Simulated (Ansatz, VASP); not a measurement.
Mn: VASP beside Ansatz

The input INCAR:

```
SYSTEM = Mn
PREC = Accurate
ENCUT = 600
EDIFF = 1E-7
ISMEAR = -1
SIGMA = 0.05
LREAL = .False.
LASPH = .True.
NELM = 150
ALGO = Normal
ISIF = 3
LWAVE = .False.
LCHARG = .False.
ISPIN = 2
MAGMOM = 3 -3
LORBIT = 11
LMAXMIX = 4
GGA = RE
IBRION = 2
NSW = 80
EDIFFG = -0.01
```

Contents of KPOINTS:

```
regular mesh
0
Gamma
  14 14 8
  0 0 0
```

File POSCAR:

```
Mn
1.0
    2.5517868831      0.0000000000      0.0000000000
   -1.2758934415      2.2099122658      0.0000000000
    0.0000000000      0.0000000000      4.1670679801
Mn
2
Direct
    0.3333333333      0.6666666667      0.2500000000
    0.6666666667      0.3333333333      0.7500000000
```

Input for Ansatz:

```yaml
crystal:
  lattice:
    - [2.5517868831, 0.0, 0.0]
    - [-1.2758934415, 2.2099122658, 0.0]
    - [0.0, 0.0, 4.1670679801]
  atoms:
    - { symbol: Mn, position: [0.3333333333, 0.6666666667, 0.25], spin: 3.0 }
    - { symbol: Mn, position: [0.6666666667, 0.3333333333, 0.75], spin: -3.0 }
hamiltonian:
  xc: revpbe
  pseudopotentials:
    kind: paw
    azcp:
      Mn: "pseudopotentials/Mn.paw.azcp"
basis:
  ecutwfc: 420
  fft_grid_basis: typed
kpoints:
  mp_grid: { grid: [14, 14, 8], shift: [0, 0, 0] }
magnetization:
  spin_polarized: true
scf:
  occupations: { method: fermi_dirac, width: 0.05 }
relax:
  max_steps: 60
  f_tol: 0.01
  cell: {}
```

Alike in both runs: task relaxation of cell and atoms; functional revPBE; k mesh 14 × 14 × 8; occupations fermi-dirac, width 0.05 eV; collinear spin.

|  | VASP | Ansatz |
| --- | --- | --- |
| version | VASP 6.6.1 | Ansatz 0.2.0 |
| potentials or method | VASP PAW PBE potentials, release 64 (Mn_pv), cutoff 600 eV | plane waves (420 eV) with PAW, scalar-relativistic |
| valence electrons in the cell | 26 | 30 |

Ansatz gave:

```
net moment per atom (μB)                                        : 0.00
size of the moment on the site where the two differ most (μB)   : 0.70
relaxed volume (Å³/atom)                                        : 10.97
relaxed length of the cell vector where the two differ most in proportion (Å) : 4.057
```

Problem. Which values does VASP return?

Solution. net moment per atom (μB): 0.00; size of the moment on the site where the two differ most (μB): 0.77; relaxed volume (Å³/atom): 10.99; relaxed length of the cell vector where the two differ most in proportion (Å): 4.060.

VASP's potentials were made for PBE, not for revPBE. Site moments also hang on the region over which each program counts them. VASP's potentials hold 26 valence electrons a cell and Ansatz's 30, so a difference there can come from the potentials and not from the codes.
